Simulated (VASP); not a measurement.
# Mo (Cmme) in VASP: single point with PBE

Aim: the single point of Mo with PBE.

Everything below comes from runs of VASP 6.6.1. Logs are shortened: lines on timing, memory, paths and dates and some standing lists are left out, and cuts for length are marked.

## (1) The cell of the first run

The structure is orthorhombic, space group Cmme (No. 67). Conventional cell: a = 3.160 Å, b = 4.470 Å, c = 9.189 Å, α = 90.00°, β = 90.00°, γ = 90.00°. Mo (site symmetry mm2) has 14 Mo at 2.74 to 3.34 Å within 3.6 Å. Within 3.6 Å of Mo (site symmetry mm2) lie 14 Mo at 2.74 to 3.16 Å.

## (2) Single point, PBE (the distance across one plane changed)

INCAR

```
SYSTEM = Mo
PREC = Accurate
ENCUT = 520
EDIFF = 1E-7
ISMEAR = 0
SIGMA = 0.15
LREAL = .False.
LASPH = .True.
NELM = 100
ALGO = Fast
ISIF = 2
LWAVE = .False.
LCHARG = .False.
GGA = PE
NBANDS = 36
```

KPOINTS

```
regular mesh
0
Gamma
  23 23 7
  0 0 0
```

POSCAR

```
Mo
1.0
   -1.5802194352      1.5802194352     -1.5802194352
   -1.5802194352     -1.5802194352      1.5802194352
    0.0000000000      6.4976544359      6.4976544359
Mo
4
Direct
    0.0000000000      0.0000000000      0.8511945468
    0.5000000000      0.5000000000      0.1215992210
    0.0000000000      0.0000000000      0.3647976629
    0.5000000000      0.5000000000      0.6079961049
```

Potentials or basis: VASP PAW PBE potentials, release 64 (Mo_sv).

The run is started by

```console
cat potpaw_PBE.64/Mo_sv/POTCAR > POTCAR
mpirun -np 1 vasp_std > vasp.out
```

OUTCAR:

```text
SYSTEM = Mo
   PREC = Accurate
   ENCUT = 520
   EDIFF = 1E-7
   ISMEAR = 0
   LREAL = .False.
   LASPH = .True.
   NELM = 100
   ISIF = 2
   GGA = PE

 ion  position               nearest neighbor table
   1  0.000  0.000  0.851-   4 2.74   4 2.74   2 2.94   2 2.94   4 3.16   4 3.16   2 3.34   2 3.34

   2  0.500  0.500  0.122-   3 2.74   3 2.74   1 2.94   1 2.94   3 3.16   3 3.16   1 3.34   1 3.34

   3  0.000  0.000  0.365-   2 2.74   2 2.74   4 2.74   4 2.74   2 3.16   2 3.16   4 3.16   4 3.16

   4  0.500  0.500  0.608-   1 2.74   1 2.74   3 2.74   3 2.74   1 3.16   1 3.16   3 3.16   3 3.16

  LATTYP: Found a base centered orthorhombic cell.
 ALAT       =     3.1604388704
 B/A-ratio  =     1.4142135624
 C/A-ratio  =     2.9075300627

  Lattice vectors:

 A1 = (  -1.5802194352,   1.5802194352,  -1.5802194352)
 A2 = (  -1.5802194352,  -1.5802194352,   1.5802194352)
 A3 = (   0.0000000000,   6.4976544359,   6.4976544359)

Analysis of symmetry for initial positions (statically):
=====================================================================
 Subroutine PRICEL returns:
 Original cell was already a primitive cell.

 Routine SETGRP: Setting up the symmetry group for a
 base centered orthorhombic supercell.

 Subroutine GETGRP returns: Found  8 space group operations
 (whereof  4 operations were pure point group operations)
 out of a pool of  8 trial point group operations.

The static configuration has the point symmetry C_2v.
 The point group associated with its full space group is D_2h.

Analysis of symmetry for dynamics (positions and initial velocities):
=====================================================================
 Subroutine PRICEL returns:
 Original cell was already a primitive cell.

 Routine SETGRP: Setting up the symmetry group for a
 base centered orthorhombic supercell.

 Subroutine GETGRP returns: Found  8 space group operations
 (whereof  4 operations were pure point group operations)
 out of a pool of  8 trial point group operations.

The dynamic configuration has the point symmetry C_2v.
 The point group associated with its full space group is D_2h.

 Subroutine INISYM returns: Found  8 space group operations
 (whereof  4 operations are pure point group operations),
 and found     1 'primitive' translations

----------------------------------------------------------------------------------------

                                     Primitive cell

  volume of cell :      64.9010

  direct lattice vectors                    reciprocal lattice vectors
    -1.580219435  1.580219435 -1.580219435    -0.316411752  0.158205876 -0.158205876
    -1.580219435 -1.580219435  1.580219435    -0.316411752 -0.158205876  0.158205876
     0.000000000  6.497654436  6.497654436     0.000000000  0.076950845  0.076950845

  length of vectors
     2.737020349  2.737020349  9.189071027     0.387523670  0.387523670  0.108824929

  position of ions in fractional coordinates (direct lattice)
     0.000000000  0.000000000  0.851194547
     0.500000000  0.500000000  0.121599221
     0.000000000  0.000000000  0.364797663
     0.500000000  0.500000000  0.607996105

  ion indices of the primitive-cell ions
   primitive index   ion index
                 1           1
                 2           2
                 3           3
                 4           4

----------------------------------------------------------------------------------------

 KPOINTS: regular mesh

Automatic generation of k-mesh.
 Grid dimensions read from file:
 generate k-points for:   23   23    7

 Generating k-lattice:

  Cartesian coordinates                     Fractional coordinates (reciprocal lattice)
    -0.013757033  0.006878516 -0.006878516     0.043478261  0.000000000  0.000000000
    -0.013757033 -0.006878516  0.006878516     0.000000000  0.043478261  0.000000000
     0.000000000  0.010992978  0.010992978     0.000000000  0.000000000  0.142857143

  Length of vectors
     0.016848855  0.016848855  0.015546418

  Shift w.r.t. Gamma in fractional coordinates (k-lattice)
     0.000000000  0.000000000  0.000000000

 Subroutine IBZKPT returns following result:
 ===========================================

 Found    576 irreducible k-points:

 Following reciprocal coordinates:
            Coordinates               Weight
  0.000000  0.000000  0.000000      1.000000
  0.043478  0.000000  0.000000      4.000000
  0.086957  0.000000  0.000000      4.000000
  0.130435  0.000000  0.000000      4.000000
  0.173913  0.000000  0.000000      4.000000
  0.217391  0.000000  0.000000      4.000000
[... 16 lines left out ...]
  0.478261  0.043478  0.000000      4.000000
 -0.478261  0.043478  0.000000      4.000000
 [... further k-points ...]
   k-points           NKPTS =    576   k-points in BZ     NKDIM =    576   number of bands    NBANDS=     36
   number of dos      NEDOS =    301   number of ions     NIONS =      4
   total plane-waves  NPLWV =  28000
   dimension x,y,z NGX =    20 NGY =   20 NGZ =   70
   dimension x,y,z NGXF=    40 NGYF=   40 NGZF=  140
   ions per type =               4
   NGX,Y,Z   is equivalent  to a cutoff of  12.15, 12.15, 12.66 a.u.
   NGXF,Y,Z  is equivalent  to a cutoff of  24.30, 24.30, 25.33 a.u.
 SYSTEM =  Mo
   PREC   = accura    normal or accurate (medium, high low for compatibility)
   ISTART =      0    job   : 0-new  1-cont  2-samecut
   ICHARG =      2    charge: 1-file 2-atom 10-const
   ISPIN  =      1    spin polarized calculation?
   LNONCOLLINEAR =      F non collinear calculations
   LSORBIT =      F    spin-orbit coupling
   LASPH  =      T    aspherical Exc in radial PAW
   ENCUT  =  520.0 eV  38.22 Ry    6.18 a.u.   5.09  5.09 17.09*2*pi/ulx,y,z
   NELM   =    100;   NELMIN=  2; NELMDL= -5     # of ELM steps
   EDIFF  = 0.1E-06   stopping-criterion for ELM
   LREAL  =      F    real-space projection
   EDIFFG = 0.1E-05   stopping-criterion for IOM
   NSW    =      0    number of steps for IOM
   IBRION =     -1    ionic relax: 0-MD 1-quasi-New 2-CG
   NFREE  =      0    steps in history (QN), initial steepest desc. (CG)
   ISIF   =      2    stress and relaxation
   ISYM   =      2    0-nonsym 1-usesym 2-fastsym
   POTIM  = 0.5000    time-step for ionic-motion
   TEBEG  =    0.0;   TEEND  =   0.0 temperature during run
   PSTRESS=    0.0 pullay stress
   NELECT =      56.0000    total number of electrons
   NUPDOWN=      -1.0000    fix difference up-down
   EMIN   =  10.00;   EMAX   =-10.00  energy-range for DOS
   EFERMI =   0.00;   METHOD = LEGACY
   ISMEAR =     0;   SIGMA  =   0.15  broadening in eV -4-tet -1-fermi 0-gaus
   EFERMI_NEDOS =   21; number of points for ismear=-14 and -15
   IALGO  =     68    algorithm
   IMIX   =      4    mixing-type and parameters
     AMIX     =   0.40;   BMIX     =  1.00
     AMIX_MAG =   1.60;   BMIX_MAG =  1.00
  volume/ion in A,a.u.               =      16.23       109.49
  Fermi-wavevector in a.u.,A,eV,Ry     =   1.558549  2.945230 33.049558  2.429074
  Thomas-Fermi vector in A             =   2.662037
   LORBIT       =      0    0 simple, 1 ext, 2 COOP (PROOUT), +10 PAW based schemes
   GGA     = PE    functional components
   LHFCALC =     F    Hartree Fock is set to
   AEXX    =    0.0000 exact exchange contribution
   IVDW    =     0    specifies the selected vdW correction
   LEPSILON=     F    determine dielectric tensor
   LRPA    =     F    only Hartree local field effects (RPA)
 non-spin polarized calculation
 RMM-DIIS sequential band-by-band and
 Gauss-broadening in eV      SIGMA  =   0.15
  energy-cutoff  :      520.00
  volume of cell :       64.90
 maximum number of plane-waves:      1772
   NGX = 11   NGY = 11   NGZ = 35

 number of electron      55.9999992 magnetization

 Free energy of the ion-electron system (eV)
  ---------------------------------------------------
  ext. energy  EPLUGINS =         0.00000000
  ---------------------------------------------------
  free energy    TOTEN  =       -43.59632029 eV

  energy without entropy =      -43.56853540  energy(sigma->0) =      -43.58242785

 E-fermi :  12.0095     XC(G=0): -13.1743

 val. band max:       12.0090487274   @ k =  -0.3043   0.2174   0.1429
 cond. band min:      12.0102446531   @ k =   0.2174   0.0870   0.0000
 fundamental gap:      0.0011959257
 Fermi energy:        12.0094602108

 k-point     1 :       0.0000    0.0000    0.0000
  band No.  band energies     occupation
      1     -49.2822      2.00000
      2     -49.1980      2.00000
      3     -49.1548      2.00000
      4     -49.0579      2.00000
      5     -23.8663      2.00000
      6     -23.3563      2.00000
[... 28 lines left out ...]
     35      13.6241      0.00000
     36      13.6728      0.00000

 k-point     2 :       0.0435    0.0000    0.0000
  band No.  band energies     occupation
      1     -49.2789      2.00000
      2     -49.1955      2.00000
      3     -49.1526      2.00000
      4     -49.0566      2.00000
      5     -23.8590      2.00000
      6     -23.3592      2.00000
[... 28 lines left out ...]
     35      13.5946      0.00000
     36      13.8869      0.00000

 k-point     3 :       0.0870    0.0000    0.0000
  band No.  band energies     occupation
      1     -49.2691      2.00000
      2     -49.1881      2.00000
      3     -49.1464      2.00000
      4     -49.0528      2.00000
      5     -23.8374      2.00000
      6     -23.3690      2.00000
[... 28 lines left out ...]
     35      13.5658      0.00000
     36      13.7294      0.00000
[... 742 lines left out ...]
 k-point    23 :       0.4783    0.0435    0.0000
  band No.  band energies     occupation
      1     -49.0558      2.00000
      2     -49.0545      2.00000
      3     -49.0357      2.00000
      4     -49.0324      2.00000
      5     -23.8844      2.00000
      6     -23.8841      2.00000
[... 28 lines left out ...]
     35      14.5829      0.00000
     36      14.6315      0.00000

 k-point    24 :      -0.4783    0.0435    0.0000
  band No.  band energies     occupation
      1     -49.0655      2.00000
      2     -49.0550      2.00000
      3     -49.0399      2.00000
      4     -49.0210      2.00000
      5     -23.8774      2.00000
      6     -23.8763      2.00000
[... 28 lines left out ...]
     35      14.7727      0.00000
     36      14.8136      0.00000

 [... further k-points ...]

------------------------ aborting loop because EDIFF is reached ----------------------------------------

  FORCE on cell =-STRESS in cart. coord.  units (eV):
  Direction    XX          YY          ZZ          XY          YZ          ZX
  --------------------------------------------------------------------------------------
  -------------------------------------------------------------------------------------
  Total       -1.1480716     -2.4353606     -2.4353606      0.0000000     -0.9201009      0.0000000
  in kB      -28.3418482    -60.1204827    -60.1204827      0.0000000    -22.7140531      0.0000000
  external PRESSURE =     -49.5276045 kB  Pullay stress =       0.0000000 kB

 VOLUME and BASIS-vectors are now :
 -----------------------------------------------------------------------------
  energy-cutoff  :      520.00
  volume of cell :       64.90
      direct lattice vectors                 reciprocal lattice vectors
    -1.580219435  1.580219435 -1.580219435    -0.316411752  0.158205876 -0.158205876
    -1.580219435 -1.580219435  1.580219435    -0.316411752 -0.158205876  0.158205876
     0.000000000  6.497654436  6.497654436     0.000000000  0.076950845  0.076950845

 POSITION                                       TOTAL-FORCE (eV/Angst)
 -----------------------------------------------------------------------------------
      0.00000      5.53077      5.53077         0.000000      0.751859      0.751859
     -1.58022      0.79011      0.79011         0.000000     -0.751859     -0.751859
      0.00000      2.37033      2.37033        -0.000000     -0.055883     -0.055883
     -1.58022      3.95055      3.95055         0.000000      0.055883      0.055883
 -----------------------------------------------------------------------------------
    total drift:                               -0.000000     -0.000055     -0.000055

  FREE ENERGIE OF THE ION-ELECTRON SYSTEM (eV)
  ---------------------------------------------------
  free  energy   TOTEN  =       -43.5963202913 eV

  energy  without entropy=      -43.5685354006  energy(sigma->0) =      -43.58242785
```

It took 28 min on 1 thread of Oxide Virtual Turin-like, shared host; peak memory 0.87 GiB.

What came out:

| Property | Result |
| --- | --- |
| Free energy | -43.5963 eV |
| Pressure | -5.0 GPa |
| Largest force | 1.063 eV/Å |
| Band gap on the k mesh | zero (bands 28 and 29 overlap by 2.45 eV) |

Forces on the atoms (eV/Å):
```
Mo   0.000  0.752  0.752
Mo   0.000 -0.752 -0.752
Mo   0.000 -0.056 -0.056
Mo   0.000  0.056  0.056
```

Caveat: the cell differs from its parent crystal (the distance across one plane changed); the cell stands under tension; forces of over 1 eV/Å act on the atoms, so gaps and moduli don't describe the material at rest.
